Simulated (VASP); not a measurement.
# Sn5H (F-43m) in VASP: a series of runs

Runs on Sn5H. Level: PBE. Tasks: single point, relaxation of cell and atoms.

Everything below comes from runs of VASP 6.6.1. Logs are shortened: lines on timing, memory, paths and dates and some standing lists are left out, and cuts for length are marked.

### 1 The cell of the first run

The structure is cubic, space group F-43m (No. 216). Conventional cell: a = 8.473 Å, b = 8.473 Å, c = 8.473 Å, α = 90.00°, β = 90.00°, γ = 90.00°. Sn (site symmetry 3m) has 9 Sn at 2.97 to 3.51 Å and 3 H at 3.52 Å within 3.9 Å. Within 4.6 Å of Sn (site symmetry -43m) lie 12 Sn at 3.51 Å and 4 H at 3.67 Å. Within 4.6 Å of H (site symmetry -43m) lie 16 Sn at 3.52 to 3.67 Å.

The cell was generated, and may not be a known phase.

### 2 Single point, PBE

Contents of INCAR:

```
SYSTEM = Sn5H
ALGO = Fast ; EDIFF = 1E-6
ENCUT = 520 ; GGA = PE
ISIF = 2 ; ISMEAR = 0
LASPH = .True. ; LCHARG = .True.
LELF = .True. ; LREAL = .False.
LVHAR = .True. ; LWAVE = .False.
NBANDS = 44 ; NELM = 100
PREC = Accurate ; SIGMA = 0.1
```

Contents of KPOINTS:

```
k-points
0
Gamma
  4 4 4
  0 0 0
```

Contents of POSCAR:

```
Sn5H
1.0
    0.0000000000      4.2364301100      4.2364301100
    4.2364301100      0.0000000000      4.2364301100
    4.2364301100      4.2364301100      0.0000000000
Sn H
5 1
Direct
    0.3719714300      0.8760095200      0.8760095200
    0.8760095200      0.8760095200      0.8760095200
    0.2500000000      0.2500000000      0.2500000000
    0.8760095200      0.8760095200      0.3719714300
    0.8760095200      0.3719714300      0.8760095200
    0.5000000000      0.5000000000      0.5000000000
```

Potentials or basis: VASP PAW PBE potentials, release 64 (Sn_d, H).

Launch:

```sh
cat potpaw_PBE.64/Sn_d/POTCAR potpaw_PBE.64/H/POTCAR > POTCAR
mpirun -np 1 vasp_std > vasp.out
```

OUTCAR:

```text
SYSTEM = Sn5H
   EDIFF = 1E-6
   ENCUT = 520
   GGA = PE
   ISIF = 2
   ISMEAR = 0
   LASPH = .True.
   LREAL = .False.
   NELM = 100
   PREC = Accurate

 ion  position               nearest neighbor table
   1  0.372  0.876  0.876-   2 2.97   4 2.97   5 2.97   2 3.02   4 3.02   5 3.02   3 3.51   3 3.51
                             3 3.51
   2  0.876  0.876  0.876-   1 2.97   4 2.97   5 2.97   4 3.02   5 3.02   1 3.02   3 3.51   3 3.51
                             3 3.51
   3  0.250  0.250  0.250-   4 3.51   5 3.51   1 3.51   4 3.51   1 3.51   5 3.51   2 3.51   2 3.51
                             2 3.51   1 3.51   4 3.51   5 3.51
   4  0.876  0.876  0.372-   1 2.97   2 2.97   5 2.97   2 3.02   5 3.02   1 3.02   3 3.51   3 3.51
                             3 3.51
   5  0.876  0.372  0.876-   1 2.97   2 2.97   4 2.97   4 3.02   2 3.02   1 3.02   3 3.51   3 3.51
                             3 3.51
   6  0.500  0.500  0.500-

  LATTYP: Found a face centered cubic cell.
 ALAT       =     8.4728602200

  Lattice vectors:

 A1 = (   0.0000000000,   4.2364301100,   4.2364301100)
 A2 = (   4.2364301100,   0.0000000000,   4.2364301100)
 A3 = (   4.2364301100,   4.2364301100,   0.0000000000)

Analysis of symmetry for initial positions (statically):
=====================================================================
 Subroutine PRICEL returns:
 Original cell was already a primitive cell.

 Routine SETGRP: Setting up the symmetry group for a
 face centered cubic supercell.

 Subroutine GETGRP returns: Found 24 space group operations
 (whereof 24 operations were pure point group operations)
 out of a pool of 48 trial point group operations.

The static configuration has the point symmetry T_d .

Analysis of symmetry for dynamics (positions and initial velocities):
=====================================================================
 Subroutine PRICEL returns:
 Original cell was already a primitive cell.

 Routine SETGRP: Setting up the symmetry group for a
 face centered cubic supercell.

 Subroutine GETGRP returns: Found 24 space group operations
 (whereof 24 operations were pure point group operations)
 out of a pool of 48 trial point group operations.

The dynamic configuration has the point symmetry T_d .

 Subroutine INISYM returns: Found 24 space group operations
 (whereof 24 operations are pure point group operations),
 and found     1 'primitive' translations

----------------------------------------------------------------------------------------

                                     Primitive cell

  volume of cell :     152.0653

  direct lattice vectors                    reciprocal lattice vectors
     0.000000000  4.236430110  4.236430110    -0.118023899  0.118023899  0.118023899
     4.236430110  0.000000000  4.236430110     0.118023899 -0.118023899  0.118023899
     4.236430110  4.236430110  0.000000000     0.118023899  0.118023899 -0.118023899

  length of vectors
     5.991216918  5.991216918  5.991216918     0.204423390  0.204423390  0.204423390

  position of ions in fractional coordinates (direct lattice)
     0.371971430  0.876009520  0.876009520
     0.876009520  0.876009520  0.876009520
     0.250000000  0.250000000  0.250000000
     0.876009520  0.876009520  0.371971430
     0.876009520  0.371971430  0.876009520
     0.500000000  0.500000000  0.500000000

  ion indices of the primitive-cell ions
   primitive index   ion index
                 1           1
                 2           2
                 3           3
                 4           4
                 5           5
                 6           6

----------------------------------------------------------------------------------------

 KPOINTS: k-points

Automatic generation of k-mesh.
 Grid dimensions read from file:
 generate k-points for:    4    4    4

 Generating k-lattice:

  Cartesian coordinates                     Fractional coordinates (reciprocal lattice)
    -0.029505975  0.029505975  0.029505975     0.250000000  0.000000000  0.000000000
     0.029505975 -0.029505975  0.029505975     0.000000000  0.250000000  0.000000000
     0.029505975  0.029505975 -0.029505975     0.000000000  0.000000000  0.250000000

  Length of vectors
     0.051105847  0.051105847  0.051105847

  Shift w.r.t. Gamma in fractional coordinates (k-lattice)
     0.000000000  0.000000000  0.000000000

 Subroutine IBZKPT returns following result:
 ===========================================

 Found      8 irreducible k-points:

 Following reciprocal coordinates:
            Coordinates               Weight
  0.000000  0.000000  0.000000      1.000000
  0.250000  0.000000  0.000000      8.000000
  0.500000  0.000000  0.000000      4.000000
  0.250000  0.250000  0.000000      6.000000
  0.500000  0.250000  0.000000     24.000000
 -0.250000  0.250000  0.000000     12.000000
  0.500000  0.500000  0.000000      3.000000
 -0.250000  0.500000  0.250000      6.000000
   k-points           NKPTS =      8   k-points in BZ     NKDIM =      8   number of bands    NBANDS=     44
   number of dos      NEDOS =    301   number of ions     NIONS =      6
   total plane-waves  NPLWV = 110592
   dimension x,y,z NGX =    48 NGY =   48 NGZ =   48
   dimension x,y,z NGXF=    96 NGYF=   96 NGZF=   96
   ions per type =               5   1
   NGX,Y,Z   is equivalent  to a cutoff of  13.32, 13.32, 13.32 a.u.
   NGXF,Y,Z  is equivalent  to a cutoff of  26.64, 26.64, 26.64 a.u.
 SYSTEM =  Sn5H
   PREC   = accura    normal or accurate (medium, high low for compatibility)
   ISTART =      0    job   : 0-new  1-cont  2-samecut
   ICHARG =      2    charge: 1-file 2-atom 10-const
   ISPIN  =      1    spin polarized calculation?
   LNONCOLLINEAR =      F non collinear calculations
   LSORBIT =      F    spin-orbit coupling
   LASPH  =      T    aspherical Exc in radial PAW
   ENCUT  =  520.0 eV  38.22 Ry    6.18 a.u.  11.14 11.14 11.14*2*pi/ulx,y,z
   NELM   =    100;   NELMIN=  2; NELMDL= -5     # of ELM steps
   EDIFF  = 0.1E-05   stopping-criterion for ELM
   LREAL  =      F    real-space projection
   EDIFFG = 0.1E-04   stopping-criterion for IOM
   NSW    =      0    number of steps for IOM
   IBRION =     -1    ionic relax: 0-MD 1-quasi-New 2-CG
   NFREE  =      0    steps in history (QN), initial steepest desc. (CG)
   ISIF   =      2    stress and relaxation
   ISYM   =      2    0-nonsym 1-usesym 2-fastsym
   POTIM  = 0.5000    time-step for ionic-motion
   TEBEG  =    0.0;   TEEND  =   0.0 temperature during run
   PSTRESS=    0.0 pullay stress
   NELECT =      71.0000    total number of electrons
   NUPDOWN=      -1.0000    fix difference up-down
   EMIN   =  10.00;   EMAX   =-10.00  energy-range for DOS
   EFERMI =   0.00;   METHOD = LEGACY
   ISMEAR =     0;   SIGMA  =   0.10  broadening in eV -4-tet -1-fermi 0-gaus
   EFERMI_NEDOS =   21; number of points for ismear=-14 and -15
   IALGO  =     68    algorithm
   IMIX   =      4    mixing-type and parameters
     AMIX     =   0.40;   BMIX     =  1.00
     AMIX_MAG =   1.60;   BMIX_MAG =  1.00
  volume/ion in A,a.u.               =      25.34       171.03
  Fermi-wavevector in a.u.,A,eV,Ry     =   1.270040  2.400029 21.946236  1.613003
  Thomas-Fermi vector in A             =   2.403049
   LORBIT       =      0    0 simple, 1 ext, 2 COOP (PROOUT), +10 PAW based schemes
   GGA     = PE    functional components
   LHFCALC =     F    Hartree Fock is set to
   AEXX    =    0.0000 exact exchange contribution
   IVDW    =     0    specifies the selected vdW correction
   LEPSILON=     F    determine dielectric tensor
   LRPA    =     F    only Hartree local field effects (RPA)
 non-spin polarized calculation
 RMM-DIIS sequential band-by-band and
 Gauss-broadening in eV      SIGMA  =   0.10
  energy-cutoff  :      520.00
  volume of cell :      152.07
 maximum number of plane-waves:      4128
 NGX is ok and might be reduce to    48
   NGX = 23   NGY = 23   NGZ = 23

 number of electron      71.0000008 magnetization

 Free energy of the ion-electron system (eV)
  ---------------------------------------------------
  ext. energy  EPLUGINS =         0.00000000
  ---------------------------------------------------
  free energy    TOTEN  =       -19.14050011 eV

  energy without entropy =      -19.11518488  energy(sigma->0) =      -19.12784250

 E-fermi :   6.8071     XC(G=0):  -9.8176

 val. band max:        6.7548300248   @ k =   0.2500   0.2500   0.0000
 cond. band min:       6.8224948117   @ k =  -0.2500   0.2500   0.0000
 fundamental gap:      0.0676647868
 Fermi energy:         6.8070704721

 k-point     1 :       0.0000    0.0000    0.0000
  band No.  band energies     occupation
      1     -15.2401      2.00000
      2     -15.1111      2.00000
      3     -15.1111      2.00000
      4     -15.1111      2.00000
      5     -15.1072      2.00000
      6     -15.1072      2.00000
[... 36 lines left out ...]
     43      13.2140      0.00000
     44      13.9239      0.00000

 k-point     2 :       0.2500    0.0000    0.0000
  band No.  band energies     occupation
      1     -15.1989      2.00000
      2     -15.1032      2.00000
      3     -15.1032      2.00000
      4     -15.0907      2.00000
      5     -15.0488      2.00000
      6     -15.0488      2.00000
[... 36 lines left out ...]
     43      11.3352      0.00000
     44      13.2319      0.00000

 k-point     3 :       0.5000    0.0000    0.0000
  band No.  band energies     occupation
      1     -15.1656      2.00000
      2     -15.0975      2.00000
      3     -15.0975      2.00000
      4     -15.0269      2.00000
      5     -14.9900      2.00000
      6     -14.9900      2.00000
[... 224 lines left out ...]
     43      10.4173      0.00000
     44      10.4173      0.00000

 k-point     8 :      -0.2500    0.5000    0.2500
  band No.  band energies     occupation
      1     -15.0658      2.00000
      2     -15.0639      2.00000
      3     -15.0628      2.00000
      4     -15.0515      2.00000
      5     -14.9920      2.00000
      6     -14.9846      2.00000
[... 36 lines left out ...]
     43      10.9182      0.00000
     44      11.2937      0.00000

------------------------ aborting loop because EDIFF is reached ----------------------------------------

  FORCE on cell =-STRESS in cart. coord.  units (eV):
  Direction    XX          YY          ZZ          XY          YZ          ZX
  --------------------------------------------------------------------------------------
  -------------------------------------------------------------------------------------
  Total        4.4444860      4.4444860      4.4444860     -0.0000000     -0.0000000     -0.0000000
  in kB       46.8276097     46.8276097     46.8276097     -0.0000000     -0.0000000     -0.0000000
  external PRESSURE =      46.8276097 kB  Pullay stress =       0.0000000 kB

 VOLUME and BASIS-vectors are now :
 -----------------------------------------------------------------------------
  energy-cutoff  :      520.00
  volume of cell :      152.07
      direct lattice vectors                 reciprocal lattice vectors
     0.000000000  4.236430110  4.236430110    -0.118023899  0.118023899  0.118023899
     4.236430110  0.000000000  4.236430110     0.118023899 -0.118023899  0.118023899
     4.236430110  4.236430110  0.000000000     0.118023899  0.118023899 -0.118023899

 POSITION                                       TOTAL-FORCE (eV/Angst)
 -----------------------------------------------------------------------------------
      7.42231      5.28698      5.28698        -0.265473      0.265473      0.265473
      7.42231      7.42231      7.42231        -0.265473     -0.265473     -0.265473
      2.11822      2.11822      2.11822         0.000000      0.000000      0.000000
      5.28698      5.28698      7.42231         0.265473      0.265473     -0.265473
      5.28698      7.42231      5.28698         0.265473     -0.265473      0.265473
      4.23643      4.23643      4.23643         0.000000      0.000000      0.000000
 -----------------------------------------------------------------------------------
    total drift:                                0.000045      0.000045      0.000044

  FREE ENERGIE OF THE ION-ELECTRON SYSTEM (eV)
  ---------------------------------------------------
  free  energy   TOTEN  =       -19.1405001115 eV

  energy  without entropy=      -19.1151848824  energy(sigma->0) =      -19.12784250
```

Wall time 2 min (1 thread of Oxide Virtual Turin-like, shared host); peak memory 0.3 GiB.

Results:

```
Free energy            : -19.1405 eV
Pressure               : 4.7 GPa
Largest force          : 0.460 eV/Å
Band gap on the k mesh : zero (an odd number of electrons rules out a gap without spin polarisation)
```

Forces on the atoms (eV/Å):
```
Sn  -0.265  0.265  0.265
Sn  -0.265 -0.265 -0.265
Sn   0.000  0.000  0.000
Sn   0.265  0.265 -0.265
Sn   0.265 -0.265  0.265
H    0.000  0.000  0.000
```

Levels at points of the mesh, in eV from the Fermi level:
```tsv
k point	band 31	band 32	band 33	band 34	band 35	band 36	band 37	band 38	band 39	band 40
(0.00, 0.00, 0.00)	-5.21	-3.51	-3.51	-3.51	-1.18	-1.18	-0.72	0.73	0.73	0.73
(0.50, 0.00, 0.00)	-3.47	-3.11	-3.11	-0.80	0.25	0.25	0.36	0.93	0.93	2.58
(0.50, 0.50, 0.00)	-3.82	-1.36	-0.20	-0.20	-0.10	1.00	1.00	1.05	1.26	1.59
```

Caveat: the cell stands under pressure; spin-orbit coupling is left out, which moves the levels of the heavy elements.

### 3 Single point, PBE

This run uses another cell than the first one, of 28.08 Å³/atom.

Contents of INCAR:

```
SYSTEM = Sn5H
ALGO     = Normal         ! electronic algorithm
EDIFF    = 1E-6           ! SCF threshold, eV
ENCUT    = 520            ! plane-wave cutoff, eV
GGA      = PE             ! functional
ISIF     = 2              ! what is computed and relaxed
ISMEAR   = 0              ! smearing method
LASPH    = .TRUE.         ! aspherical terms in the spheres
LCHARG   = .FALSE.        ! write CHGCAR
LREAL    = .FALSE.        ! projectors in reciprocal space
LWAVE    = .FALSE.        ! write WAVECAR
NBANDS   = 44             ! bands
NELM     = 60             ! most SCF steps
PREC     = Accurate       ! precision mode
SIGMA    = 0.1            ! smearing width, eV
```

Contents of KPOINTS:

```
k-points
0
G
  4 4 4
  0 0 0
```

Contents of POSCAR:

```
Sn5H
1.0
    0.0000000000      4.3838339729      4.3838339729
    4.3838339729      0.0000000000      4.3838339729
    4.3838339729      4.3838339729      0.0000000000
Sn H
5 1
Direct
    0.3762959645      0.8745680118      0.8745680118
    0.8745680118      0.8745680118      0.8745680118
    0.2500000000      0.2500000000      0.2500000000
    0.8745680118      0.8745680118      0.3762959645
    0.8745680118      0.3762959645      0.8745680118
    0.5000000000      0.5000000000      0.5000000000
```

Potentials or basis: VASP PAW PBE potentials, release 64 (Sn_d, H).

Launch:

```sh
cat potpaw_PBE.64/Sn_d/POTCAR potpaw_PBE.64/H/POTCAR > POTCAR
mpirun -np 1 vasp_std > vasp.out
```

Run time: 1.9 min. Hardware: 1 thread of Oxide Virtual Turin-like, shared host; peak memory 0.29 GiB.

It converged, with:

* Free energy: -19.3547 eV
* Pressure: -0.4 GPa
* Largest force: 0.064 eV/Å
* Band gap on the k mesh: zero (an odd number of electrons rules out a gap without spin polarisation)

Forces in eV/Å, atoms in the order of the input:
```
Sn   0.037 -0.037 -0.037
Sn   0.037  0.037  0.037
Sn   0.000  0.000  0.000
Sn  -0.037 -0.037  0.037
Sn  -0.037  0.037 -0.037
H    0.000  0.000  0.000
```

Levels at points of the mesh, in eV from the Fermi level:
| k point | band 32 | band 33 | band 34 | band 35 | band 36 | band 37 | band 38 | band 39 | band 40 | band 41 |
| --- | --- | --- | --- | --- | --- | --- | --- | --- | --- | --- |
| (0.00, 0.00, 0.00) | -3.07 | -3.07 | -3.07 | -0.96 | -0.96 | -0.64 | 0.77 | 0.77 | 0.77 | 5.70 |
| (0.50, 0.00, 0.00) | -2.73 | -2.73 | -0.74 | 0.23 | 0.23 | 0.42 | 0.99 | 0.99 | 2.18 | 2.53 |
| (0.50, 0.50, 0.00) | -1.34 | -0.30 | -0.30 | -0.11 | 0.95 | 0.95 | 0.99 | 1.34 | 1.37 | 1.78 |

Caveat: spin-orbit coupling is left out, which moves the levels of the heavy elements.

(Continued in part 2 of 2.)

The gap in the log of VASP goes by the Fermi energy; the results here count the filled bands.